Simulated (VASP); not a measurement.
C, 10 atoms in the cell. The structure is trigonal, space group P-3m1 (No. 164). Conventional cell: a = 2.520 Å, b = 2.520 Å, c = 10.366 Å, α = 90.00°, β = 90.00°, γ = 120.00°. C (site symmetry 3m) has 4 C at 1.54 to 1.55 Å within 2.1 Å. C (site symmetry 3m) has 4 C at 1.55 to 1.57 Å within 2.1 Å. Within 2.1 Å of C (site symmetry 3m) lie 4 C at 1.54 to 1.55 Å. C (site symmetry 3m) has 4 C at 1.54 to 1.55 Å within 2.1 Å. Within 2.1 Å of C (site symmetry 3m) lie 4 C at 1.54 to 1.57 Å. 

- Program: VASP 6.6.1
- Task: relaxation of cell and atoms
- Functional: PBE
- Potentials or basis: VASP PAW PBE potentials, release 64 (C)
- Cutoff: 600 eV
- k mesh: 12 × 12 × 4
- Occupations: gaussian, width 0.02 eV
- Spin: no spin polarisation
- Dipole correction: no
- Further INCAR settings: ALGO = Normal; EDIFF = 1e-07; IBRION = 2; EDIFFG = -0.01; NSW = 100; ISIF = 3

Potentials or basis: VASP PAW PBE potentials, release 64 (C).

Run with:

```console
$ cat potpaw_PBE.64/C/POTCAR > POTCAR
$ mpirun -np 1 vasp_std > vasp.out
```

Hardware: 1 thread of Intel(R) Xeon(R) 6975P-C (Granite Rapids), on a shared host.

Q: Estimate the wall time of this run.

A: Run time: 91 s on 1 thread of Intel(R) Xeon(R) 6975P-C (Granite Rapids), on a shared host, peak memory 0.22 GiB. Counts: scf iterations 22, k points 69, ion steps 3.
